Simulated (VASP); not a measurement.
Runs of VASP 6.6.1 on Ru. The structure is that of space group P6_3/mmc (No. 194), or close to it. The cells are those of the table. 

```csv
task,level,cell,cutoff (eV),gap on the mesh (eV),pressure (GPa),relaxed volume (Å³/atom)
single point,PBE,"a = 2.718, b = 2.718, c = 4.301 Å, angles 90.0, 90.0, 120.0°, 2 atoms",520,none,-0.1,-
single point,PBE,"a = 2.700, b = 2.700, c = 4.271 Å, angles 90.0, 90.0, 120.0°, 2 atoms",520,none,(a),-
single point,r2SCAN,"a = 2.700, b = 2.700, c = 4.271 Å, angles 90.0, 90.0, 120.0°, 2 atoms",520,none,(b),-
relaxation of cell and atoms,PBE,"relaxed from a = 2.706, b = 2.706, c = 4.282 Å, angles 90.0, 90.0, 120.0°, 2 atoms",600,none,0.0,13.75
relaxation of cell and atoms,r2SCAN,"relaxed from a = 2.718, b = 2.718, c = 4.301 Å, angles 90.0, 90.0, 120.0°, 2 atoms",600,none,0.0,13.54
```

Alike in all rows: potentials or basis VASP PAW PBE potentials, release 64 (Ru_pv); no spin polarisation; k mesh 12 × 12 × 6; smearing fermi-dirac 0.02 eV.

Task: Estimate the missing entries.

Result: (a) 6.6; (b) 1.5.

Caveats: the PAW data sets were made with another functional, which shifts forces and pressure a little (at least some runs); the cell stands under pressure (at least some runs).

A k mesh can miss the band edges, and the runs leave out spin-orbit coupling on Ru.

A gap of «none» marks levels without a gap at the run's occupations.
